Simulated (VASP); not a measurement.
Input of a VASP 6.6.1 run:

Contents of POSCAR:

```
MgO
1.0
    0.0000000000      2.1021680256      2.1021680256
    1.9825546649      0.0000000000      2.1021680256
    1.9825546649      2.1021680256      0.0000000000
Mg O
1 1
Direct
    0.0000000000      0.0000000000      0.0000000000
    0.5000000000      0.5000000000      0.5000000000
```

INCAR.step1

```
SYSTEM = MgO
  ALGO = Normal
  EDIFF = 1E-5
  ENCUT = 520
  GGA = PE
  ISIF = 2
  ISMEAR = 0
  LASPH = .TRUE.
  LCHARG = .FALSE.
  LREAL = .FALSE.
  LWAVE = .TRUE.
  NBANDS = 11
  NELM = 80
  PREC = Accurate
  SIGMA = 0.01
```

File INCAR.step2:

```
SYSTEM = MgO
  ALGO = Normal
  EDIFF = 1E-6
  ENCUT = 520
  GGA = PE
  HFSCREEN = 0.2079
  ISIF = 2
  ISMEAR = 0
  ISTART = 1
  LASPH = .TRUE.
  LCHARG = .FALSE.
  LHFCALC = .TRUE.
  LREAL = .FALSE.
  LWAVE = .FALSE.
  NBANDS = 11
  NELM = 80
  PREC = Accurate
  PRECFOCK = Normal
  SIGMA = 0.01
```

Contents of KPOINTS:

```
k-points
0
G
  8 8 8
  0 0 0
```

Potentials or basis: VASP PAW PBE potentials, release 64 (Mg, O).

Launch:

```bash
$ cat potpaw_PBE.64/Mg/POTCAR potpaw_PBE.64/O/POTCAR > POTCAR
$ cp INCAR.step1 INCAR
$ mpirun -np 1 vasp_std > vasp.out
$ cp INCAR.step2 INCAR
$ mpirun -np 1 vasp_std > vasp.out
```

Question: Estimate the pressure.

Answer: 11.9 GPa.

Question: What does it give for the band gap on the k mesh?

Answer: 7.06 eV.

Stress tensor (GPa, compression positive):
```
24.51  0.00  0.00
 0.00  5.59  0.00
 0.00  0.00  5.59
```

Caveat: the cell differs from its parent crystal (uniaxial x strain -5.7%); the stress differs along the axes, from 6 to 25 GPa; the PAW data sets were made with another functional, which shifts forces and pressure a little.
